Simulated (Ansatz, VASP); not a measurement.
One calculation of Rh, two programs

INCAR

```
SYSTEM = Rh
  ALGO = Fast
  EDIFF = 1E-7
  ENCUT = 520
  ISIF = 2
  ISMEAR = 0
  LASPH = .True.
  LCHARG = .False.
  LREAL = .False.
  LWAVE = .False.
  NBANDS = 14
  NELM = 80
  PREC = Accurate
  SIGMA = 0.15
```

KPOINTS

```
k-points
0
Gamma
  22 22 22
  0 0 0
```

Contents of POSCAR:

```
Rh
1.0
    0.0000000000      2.1721446024      1.4764066862
    2.1721446024      0.0000000000      1.4764066862
    2.1721446024      2.1721446024      0.0000000000
Rh
1
Direct
    0.0000000000      0.0000000000      0.0000000000
```

Input for Ansatz:

```yaml
crystal:
  lattice:
    - [0.0, 2.1721446024, 1.4764066862]
    - [2.1721446024, 0.0, 1.4764066862]
    - [2.1721446024, 2.1721446024, 0.0]
  atoms:
    - { symbol: Rh, position: [0.0, 0.0, 0.0] }
basis:
  ecutwfc: 420
kpoints:
  mp_grid: { grid: [22, 22, 22] }
hamiltonian:
  xc: lda
  pseudopotentials: { kind: paw, azcp: { folder: soft_1 } }
scf:
  occupations: { method: gaussian, width: 0.15 }
output:
  forces: true
  stress: true
  eigenvalues: true
```

Alike in both runs: task single point; functional LDA; k mesh 22 × 22 × 22; occupations gaussian, width 0.15 eV; no spin polarisation.

|  | VASP | Ansatz |
| --- | --- | --- |
| version | VASP 6.6.1 | Ansatz 0.2.0 |
| potentials or method | VASP PAW LDA potentials, release 64 (Rh_pv), cutoff 520 eV | scalar-relativistic, plane waves, PAW |
| valence electrons in the cell | 15 | 17 |

|  | VASP | Ansatz | Ansatz less VASP |
| --- | --- | --- | --- |
| gap on the k mesh at the Fermi level (eV) | none | none | - |
| pressure (GPa) | -6.3 | -6.9 | -0.66 |
| traceless stress, the component that is largest in VASP (GPa) | -7.78 | -7.89 | -0.113 |

Ansatz warns that its potentials were made for another functional, while VASP's fit it. LDA's correlation is that of Perdew and Zunger in VASP and of Perdew and Wang (1992) in Ansatz. A gap of «none» marks a metal or a gap that the smearing closes. VASP's potentials hold 15 valence electrons a cell and Ansatz's 17, so a difference there can come from the potentials and not from the codes.
